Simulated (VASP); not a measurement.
A run of VASP 6.6.1 is set up as follows.

The input INCAR:

```
SYSTEM = Fe
PREC = Accurate
ENCUT = 520
EDIFF = 1E-6
ISMEAR = -1
SIGMA = 0.1
LREAL = .False.
LASPH = .True.
NELM = 100
ALGO = Normal
ISIF = 2
LWAVE = .False.
LCHARG = .False.
GGA = CA
NBANDS = 42
```

File KPOINTS:

```
Automatic mesh
0
Gamma
  6 6 6
  0 0 0
```

File POSCAR:

```
Fe
1.0
    4.2810571043      0.0000000000      0.0000000000
    0.0000000000      4.2810571043      0.0000000000
    0.0000000000      0.0000000000      4.2810571043
Fe
8
Direct
    0.0000000000      1.0000000000      0.0000000000
    0.5000000000      0.5000000000      0.5000000000
    0.2500000000      0.0000000000      0.5000000000
    0.7500000000      0.0000000000      0.5000000000
    0.5000000000      0.2500000000      0.0000000000
    0.5000000000      0.7500000000      0.0000000000
    1.0000000000      0.5000000000      0.2500000000
    1.0000000000      0.5000000000      0.7500000000
```

Potentials or basis: VASP PAW LDA potentials, release 64 (Fe).

Run with:

```sh
$ cat potpaw_LDA.64/Fe/POTCAR > POTCAR
$ mpirun -np 1 vasp_std > vasp.out
```

Task: Predict the band gap on the k mesh.

Result: Zero (bands 32 and 33 overlap by 0.63 eV).

Task: What does it give for the pressure?

Result: -0.4 GPa.

Caveat: the run has no spin polarisation, though such a crystal can be magnetic. Spin polarisation is off, so any magnetic state and its effect on volume and gap are missing.
